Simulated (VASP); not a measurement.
# BeTe (I-4m2) in VASP: settings compared

The runs below take BeTe through single point, with PBE, r2SCAN, HSE06.

Program: VASP 6.6.1. These are calculated values, not measurements. Logs are shortened: lines on timing, memory, paths and dates and some standing lists are left out, and cuts for length are marked.

## 1. The cell of the first run

The structure is tetragonal, space group I-4m2 (No. 119). Conventional cell: a = 4.000 Å, b = 4.000 Å, c = 5.385 Å, α = 90.00°, β = 90.00°, γ = 90.00°. Be (site symmetry -4m2) has 4 Te at 2.41 Å within 3.2 Å. Within 3.2 Å of Te (site symmetry -4m2) lie 4 Be at 2.41 Å.

## 2. Single point, PBE (uniaxial x strain -4.8%)

Contents of INCAR:

```
  ALGO = Normal
  EDIFF = 1E-7
  ENCUT = 520
  GGA = PE
  ISIF = 2
  ISMEAR = -1
  LASPH = True
  LCHARG = True
  LELF = True
  LREAL = False
  LVHAR = True
  LWAVE = False
  NBANDS = 11
  NELM = 100
  PREC = Accurate
  SIGMA = 0.02
```

Contents of KPOINTS:

```
k-points
0
Gamma
  8 8 8
```

Contents of POSCAR:

```
BeTe
1.0
    0.0000000000      2.8286236224      2.8286236224
    2.6922839638      0.0000000000      2.8286236224
    2.6922839638      2.8286236224      0.0000000000
Be Te
1 1
Direct
    0.0000000000      0.0000000000      0.0000000000
    0.2500000000      0.2500000000      0.2500000000
```

Potentials or basis: VASP PAW PBE potentials, release 64 (Be, Te).

The run is started by

```bash
> cat potpaw_PBE.64/Be/POTCAR potpaw_PBE.64/Te/POTCAR > POTCAR
> mpirun -np 1 vasp_std > vasp.out
```

OUTCAR:

```text
EDIFF = 1E-7
   ENCUT = 520
   GGA = PE
   ISIF = 2
   ISMEAR = -1
   LASPH = True
   LREAL = False
   NELM = 100
   PREC = Accurate

 ion  position               nearest neighbor table
   1  0.000  0.000  0.000-   2 2.41   2 2.41   2 2.41   2 2.41
   2  0.250  0.250  0.250-   1 2.41   1 2.41   1 2.41   1 2.41

  LATTYP: Found a body centered tetragonal cell.
 ALAT       =     4.0002778896
 C/A-ratio  =     1.3460484687

  Lattice vectors:

 A1 = (  -2.6922839638,   0.0000000000,  -2.8286236224)
 A2 = (  -2.6922839638,   0.0000000000,   2.8286236224)
 A3 = (   2.6922839638,   2.8286236224,   0.0000000000)

Analysis of symmetry for initial positions (statically):
=====================================================================
 Subroutine PRICEL returns:
 Original cell was already a primitive cell.

 Routine SETGRP: Setting up the symmetry group for a
 body centered tetragonal supercell.

 Subroutine GETGRP returns: Found  8 space group operations
 (whereof  8 operations were pure point group operations)
 out of a pool of 16 trial point group operations.

The static configuration has the point symmetry D_2d.

Analysis of symmetry for dynamics (positions and initial velocities):
=====================================================================
 Subroutine PRICEL returns:
 Original cell was already a primitive cell.

 Routine SETGRP: Setting up the symmetry group for a
 body centered tetragonal supercell.

 Subroutine GETGRP returns: Found  8 space group operations
 (whereof  8 operations were pure point group operations)
 out of a pool of 16 trial point group operations.

The dynamic configuration has the point symmetry D_2d.

 Subroutine INISYM returns: Found  8 space group operations
 (whereof  8 operations are pure point group operations),
 and found     1 'primitive' translations

----------------------------------------------------------------------------------------

                                     Primitive cell

  volume of cell :      43.0825

  direct lattice vectors                    reciprocal lattice vectors
     0.000000000  2.828623622  2.828623622    -0.185715923  0.176764415  0.176764415
     2.692283964  0.000000000  2.828623622     0.185715923 -0.176764415  0.176764415
     2.692283964  2.828623622  0.000000000     0.185715923  0.176764415 -0.176764415

  length of vectors
     4.000277890  3.905061400  3.905061400     0.311418883  0.311418883  0.311418883

  position of ions in fractional coordinates (direct lattice)
     0.000000000  0.000000000  0.000000000
     0.250000000  0.250000000  0.250000000

  ion indices of the primitive-cell ions
   primitive index   ion index
                 1           1
                 2           2

----------------------------------------------------------------------------------------

 KPOINTS: k-points

Automatic generation of k-mesh.
 Grid dimensions read from file:
 generate k-points for:    8    8    8

 Generating k-lattice:

  Cartesian coordinates                     Fractional coordinates (reciprocal lattice)
    -0.023214490  0.022095552  0.022095552     0.125000000 -0.000000000 -0.000000000
     0.023214490 -0.022095552  0.022095552     0.000000000  0.125000000  0.000000000
     0.023214490  0.022095552 -0.022095552     0.000000000  0.000000000  0.125000000

  Length of vectors
     0.038927360  0.038927360  0.038927360

  Shift w.r.t. Gamma in fractional coordinates (k-lattice)
     0.000000000  0.000000000  0.000000000

 Subroutine IBZKPT returns following result:
 ===========================================

 Found     59 irreducible k-points:

 Following reciprocal coordinates:
            Coordinates               Weight
  0.000000  0.000000  0.000000      1.000000
  0.125000 -0.000000 -0.000000      8.000000
  0.250000 -0.000000 -0.000000      8.000000
  0.375000  0.000000  0.000000      8.000000
  0.500000 -0.000000 -0.000000      4.000000
  0.125000  0.125000  0.000000      4.000000
[... 16 lines left out ...]
  0.250000  0.125000  0.125000      4.000000
  0.375000  0.125000  0.125000      8.000000
 [... further k-points ...]
   k-points           NKPTS =     59   k-points in BZ     NKDIM =     59   number of bands    NBANDS=     11
   number of dos      NEDOS =    301   number of ions     NIONS =      2
   total plane-waves  NPLWV =  27000
   dimension x,y,z NGX =    30 NGY =   30 NGZ =   30
   dimension x,y,z NGXF=    60 NGYF=   60 NGZF=   60
   ions per type =               1   1
   NGX,Y,Z   is equivalent  to a cutoff of  12.47, 12.77, 12.77 a.u.
   NGXF,Y,Z  is equivalent  to a cutoff of  24.94, 25.54, 25.54 a.u.
 SYSTEM =  unknown system
   PREC   = accura    normal or accurate (medium, high low for compatibility)
   ISTART =      0    job   : 0-new  1-cont  2-samecut
   ICHARG =      2    charge: 1-file 2-atom 10-const
   ISPIN  =      1    spin polarized calculation?
   LNONCOLLINEAR =      F non collinear calculations
   LSORBIT =      F    spin-orbit coupling
   LASPH  =      T    aspherical Exc in radial PAW
   ENCUT  =  520.0 eV  38.22 Ry    6.18 a.u.   7.44  7.26  7.26*2*pi/ulx,y,z
   NELM   =    100;   NELMIN=  2; NELMDL= -5     # of ELM steps
   EDIFF  = 0.1E-06   stopping-criterion for ELM
   LREAL  =      F    real-space projection
   EDIFFG = 0.1E-05   stopping-criterion for IOM
   NSW    =      0    number of steps for IOM
   IBRION =     -1    ionic relax: 0-MD 1-quasi-New 2-CG
   NFREE  =      0    steps in history (QN), initial steepest desc. (CG)
   ISIF   =      2    stress and relaxation
   ISYM   =      2    0-nonsym 1-usesym 2-fastsym
   POTIM  = 0.5000    time-step for ionic-motion
   TEBEG  =    0.0;   TEEND  =   0.0 temperature during run
   PSTRESS=    0.0 pullay stress
   NELECT =       8.0000    total number of electrons
   NUPDOWN=      -1.0000    fix difference up-down
   EMIN   =  10.00;   EMAX   =-10.00  energy-range for DOS
   EFERMI =   0.00;   METHOD = LEGACY
   ISMEAR =    -1;   SIGMA  =   0.02  broadening in eV -4-tet -1-fermi 0-gaus
   EFERMI_NEDOS =   21; number of points for ismear=-14 and -15
   IALGO  =     38    algorithm
   IMIX   =      4    mixing-type and parameters
     AMIX     =   0.40;   BMIX     =  1.00
     AMIX_MAG =   1.60;   BMIX_MAG =  1.00
  volume/ion in A,a.u.               =      21.54       145.37
  Fermi-wavevector in a.u.,A,eV,Ry     =   0.933980  1.764967 11.868626  0.872319
  Thomas-Fermi vector in A             =   2.060738
   LORBIT       =      0    0 simple, 1 ext, 2 COOP (PROOUT), +10 PAW based schemes
   GGA     = PE    functional components
   LHFCALC =     F    Hartree Fock is set to
   AEXX    =    0.0000 exact exchange contribution
   IVDW    =     0    specifies the selected vdW correction
   LEPSILON=     F    determine dielectric tensor
   LRPA    =     F    only Hartree local field effects (RPA)
 non-spin polarized calculation
  energy-cutoff  :      520.00
  volume of cell :       43.08
 maximum number of plane-waves:      1194
 NGX is ok and might be reduce to    30
   NGX = 15   NGY = 15   NGZ = 15

 number of electron       7.9999999 magnetization

 Free energy of the ion-electron system (eV)
  ---------------------------------------------------
  ext. energy  EPLUGINS =         0.00000000
  ---------------------------------------------------
  free energy    TOTEN  =        -7.58627760 eV

  energy without entropy =       -7.58627760  energy(sigma->0) =       -7.58627760

 E-fermi :   6.0250     XC(G=0):  -9.2045

 val. band max:        5.6744300182   @ k =   0.0000   0.0000   0.0000
 cond. band min:       7.1681347177   @ k =   0.0000   0.5000   0.5000
 fundamental gap:      1.4937046995
 Fermi energy:         6.0250069157

 k-point     1 :       0.0000    0.0000    0.0000
  band No.  band energies     occupation
      1      -7.0309      2.00000
      2       5.4223      2.00000
      3       5.4223      2.00000
      4       5.6744      2.00000
      5       9.0322      0.00000
      6       9.1352      0.00000
      7       9.1352      0.00000
      8       9.5816      0.00000
      9      13.8860      0.00000
     10      15.3390      0.00000
     11      16.2225      0.00000

 k-point     2 :       0.1250   -0.0000   -0.0000
  band No.  band energies     occupation
      1      -6.8750      2.00000
      2       4.1423      2.00000
      3       5.1465      2.00000
      4       5.3706      2.00000
      5       9.0668      0.00000
      6       9.4618      0.00000
      7       9.4862      0.00000
      8      10.8296      0.00000
      9      14.2961      0.00000
     10      14.5250      0.00000
     11      15.0905      0.00000

 k-point     3 :       0.2500   -0.0000   -0.0000
  band No.  band energies     occupation
      1      -6.4429      2.00000
      2       2.0660      2.00000
      3       4.6373      2.00000
      4       4.9507      2.00000
      5       8.8535      0.00000
      6       9.9496      0.00000
      7      10.0750      0.00000
      8      12.7357      0.00000
      9      14.3897      0.00000
     10      14.4706      0.00000
     11      14.9752      0.00000

 k-point     4 :       0.3750    0.0000    0.0000
  band No.  band energies     occupation
      1      -5.8863      2.00000
      2       0.4093      2.00000
      3       4.2472      2.00000
      4       4.6352      2.00000
      5       8.6658      0.00000
      6       9.9803      0.00000
      7      10.3275      0.00000
      8      13.4071      0.00000
      9      15.2178      0.00000
     10      15.7803      0.00000
     11      15.8672      0.00000

 k-point     5 :       0.5000   -0.0000   -0.0000
  band No.  band energies     occupation
      1      -5.5911      2.00000
      2      -0.2642      2.00000
      3       4.1071      2.00000
      4       4.5230      2.00000
      5       8.5959      0.00000
      6       9.9181      0.00000
      7      10.3389      0.00000
      8      13.3382      0.00000
      9      16.4005      0.00000
     10      17.1638      0.00000
     11      17.3763      0.00000
[... 211 lines left out ...]
 k-point    21 :       0.5000    0.5000    0.0000
  band No.  band energies     occupation
      1      -5.1310      2.00000
      2       0.1047      2.00000
      3       2.8073      2.00000
      4       2.8971      2.00000
      5       7.5132      0.00000
      6       8.2703      0.00000
      7      15.2045      0.00000
      8      15.4212      0.00000
      9      17.0298      0.00000
     10      18.5834      0.00000
     11      19.0525      0.00000

 k-point    22 :       0.0000    0.1250    0.1250
  band No.  band energies     occupation
      1      -6.8085      2.00000
      2       4.5315      2.00000
      3       4.6892      2.00000
      4       4.6892      2.00000
      5       8.5978      0.00000
      6      10.1376      0.00000
      7      10.1376      0.00000
      8      10.5925      0.00000
      9      14.0871      0.00000
     10      14.9907      0.00000
     11      15.6046      0.00000

 k-point    23 :       0.2500    0.1250    0.1250
  band No.  band energies     occupation
      1      -6.6385      2.00000
      2       3.1949      2.00000
      3       4.2786      2.00000
      4       5.0681      2.00000
      5       9.4245      0.00000
      6       9.6040      0.00000
      7      10.1352      0.00000
      8      11.6574      0.00000
      9      13.5995      0.00000
     10      14.5666      0.00000
     11      15.3603      0.00000

 k-point    24 :       0.3750    0.1250    0.1250
  band No.  band energies     occupation
      1      -6.1594      2.00000
      2       1.5564      2.00000
      3       3.6711      2.00000
      4       4.5584      2.00000
      5       9.2701      0.00000
      6      10.1222      0.00000
      7      10.6390      0.00000
      8      12.5139      0.00000
      9      13.7601      0.00000
     10      15.4649      0.00000
     11      16.4686      0.00000

 [... further k-points ...]

------------------------ aborting loop because EDIFF is reached ----------------------------------------

  FORCE on cell =-STRESS in cart. coord.  units (eV):
  Direction    XX          YY          ZZ          XY          YZ          ZX
  --------------------------------------------------------------------------------------
  -------------------------------------------------------------------------------------
  Total        1.4312869      0.6838579      0.6838579      0.0000000      0.0000000     -0.0000000
  in kB       53.2275041     25.4316930     25.4316930      0.0000000      0.0000000     -0.0000000
  external PRESSURE =      34.6969633 kB  Pullay stress =       0.0000000 kB

 VOLUME and BASIS-vectors are now :
 -----------------------------------------------------------------------------
  energy-cutoff  :      520.00
  volume of cell :       43.08
      direct lattice vectors                 reciprocal lattice vectors
     0.000000000  2.828623622  2.828623622    -0.185715923  0.176764415  0.176764415
     2.692283964  0.000000000  2.828623622     0.185715923 -0.176764415  0.176764415
     2.692283964  2.828623622  0.000000000     0.185715923  0.176764415 -0.176764415

 POSITION                                       TOTAL-FORCE (eV/Angst)
 -----------------------------------------------------------------------------------
      0.00000      0.00000      0.00000        -0.000000      0.000000      0.000000
      1.34614      1.41431      1.41431         0.000000     -0.000000     -0.000000
 -----------------------------------------------------------------------------------
    total drift:                                0.000000      0.000000      0.000000

  FREE ENERGIE OF THE ION-ELECTRON SYSTEM (eV)
  ---------------------------------------------------
  free  energy   TOTEN  =        -7.5862775998 eV

  energy  without entropy=       -7.5862775998  energy(sigma->0) =       -7.58627760
```

Run time: 26 s. Hardware: 1 thread of Intel Xeon Platinum 8488C (Sapphire Rapids), shared host; peak memory 0.18 GiB.

Results:

```
Free energy            : -7.5863 eV
Pressure               : 3.5 GPa
Band gap on the k mesh : 1.49 eV, indirect (least direct gap 3.36 eV)
```

Stress tensor (GPa, compression positive):
```
5.32 0.00 0.00
0.00 2.54 0.00
0.00 0.00 2.54
```

Caveat: the cell differs from its parent crystal (uniaxial x strain -4.8%); spin-orbit coupling is left out, which moves the levels of the heavy elements. A k mesh can miss the band edges.

(Part 1 of 2 ends here.)
